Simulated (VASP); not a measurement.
Write the native input for VASP 6.6.1 that does the following.

| Property | Result |
| --- | --- |
| Task | single point |
| Functional | PBE |
| Potentials or basis | VASP PAW PBE potentials, release 64 (Ni) |
| Cutoff | 520 eV |
| k mesh | 24 × 24 × 24 |
| Occupations | gaussian, width 0.15 eV |
| Spin | collinear spin, ferromagnetic start |
| Starting moments | [0.625] μB |
| Fixed moment | 0.625 μB |
| Dipole correction | no |
| Further INCAR settings | ALGO = Normal; EDIFF = 1e-06; NBANDS = 15 |

The structure of Ni lies in POSCAR:

```
Ni
1.0
    0.0000000000      1.7936504678      1.7936504678
    1.7936504678      0.0000000000      1.7936504678
    1.7936504678      1.7936504678      0.0000000000
Ni
1
Direct
    0.0000000000      0.0000000000      0.0000000000
```

These files were run (other wordings do the same):

INCAR

```
PREC = Accurate ; ENCUT = 520
EDIFF = 1E-6 ; ISMEAR = 0
SIGMA = 0.15 ; LREAL = False
LASPH = True ; NELM = 150
ALGO = Normal ; ISIF = 2
LWAVE = False ; LCHARG = True
ISPIN = 2 ; MAGMOM = 0.625
LORBIT = 11 ; NUPDOWN = 0.625
LMAXMIX = 4 ; GGA = PE
LELF = True ; LVHAR = True
NBANDS = 15
```

KPOINTS

```
regular mesh
0
Gamma
  24 24 24
```

Potentials or basis: VASP PAW PBE potentials, release 64 (Ni).

Launch:

```console
$ cat potpaw_PBE.64/Ni/POTCAR > POTCAR
$ mpirun -np 1 vasp_std > vasp.out
```

It gave:

- Pressure: -9.8 GPa
- Net moment: 0.62 μB per cell
- Site moments: Ni +0.64 μB
- Valence electrons inside the program's atomic spheres: Ni 9.21

Caveat: the total moment is fixed, so each spin has its own Fermi level.

Wall time 110 s on 1 thread of Intel(R) Xeon(R) Platinum 8259CL CPU @ 2.50GHz (Skylake/Cascade Lake) (shared host), peak memory 0.22 GiB.
